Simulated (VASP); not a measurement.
Write the native input for VASP 6.6.1 that does the following.

| Quantity | Value |
| --- | --- |
| Task | single point |
| Functional | r2SCAN |
| Potentials or basis | VASP PAW PBE potentials, release 64 (Ti_sv) |
| Cutoff | 520 eV |
| k mesh | 11 × 11 × 11 |
| Occupations | fermi-dirac, width 0.05 eV |
| Spin | no spin polarisation |
| Dipole correction | no |
| Further INCAR settings | ALGO = Normal; EDIFF = 1e-06; NBANDS = 12 |

Ti:

```xyz
1
Lattice="0.0000 2.0300 2.0300 2.0300 0.0000 2.0300 2.0300 2.0300 0.0000" Properties=species:S:1:pos:R:3 pbc="T T T"
Ti    0.0000    0.0000    0.0000
```

The input as run:

POSCAR

```
Ti
1.0
    0.0000000000      2.0300000000      2.0300000000
    2.0300000000      0.0000000000      2.0300000000
    2.0300000000      2.0300000000      0.0000000000
Ti
1
Direct
    0.0000000000      0.0000000000      0.0000000000
```

INCAR.step1

```
SYSTEM = Ti
PREC = Accurate
ENCUT = 520
ISMEAR = -1
SIGMA = 0.05
LREAL = .FALSE.
LASPH = .TRUE.
NELM = 100
NBANDS = 12
GGA = PE
ALGO = Normal
EDIFF = 1E-4
LWAVE = .TRUE.
LCHARG = .FALSE.
```

INCAR.step2

```
SYSTEM = Ti
PREC = Accurate
ENCUT = 520
EDIFF = 1E-6
ISMEAR = -1
SIGMA = 0.05
LREAL = .FALSE.
LASPH = .TRUE.
NELM = 100
ALGO = Normal
ISIF = 2
LWAVE = .FALSE.
LCHARG = .FALSE.
METAGGA = R2SCAN
LMIXTAU = .TRUE.
NBANDS = 12
ISTART = 1
```

KPOINTS

```
Automatic mesh
0
G
  11 11 11
  0 0 0
```

Potentials or basis: VASP PAW PBE potentials, release 64 (Ti_sv).

The run is started by

```bash
$ cat potpaw_PBE.64/Ti_sv/POTCAR > POTCAR
$ cp INCAR.step1 INCAR
$ mpirun -np 1 vasp_std > vasp.out
$ cp INCAR.step2 INCAR
$ mpirun -np 1 vasp_std > vasp.out
```

It gave:

The pressure is 4.7 GPa and the band gap on the k mesh is zero (band 6 reaches 9.67 eV, above the bottom of band 7 at 8.34 eV).

Caveat: the PAW data sets were made with another functional, which shifts forces and pressure a little.

Run time: 76 s on 1 thread of Intel Xeon 6975P-C, on a shared host, peak memory 0.15 GiB.
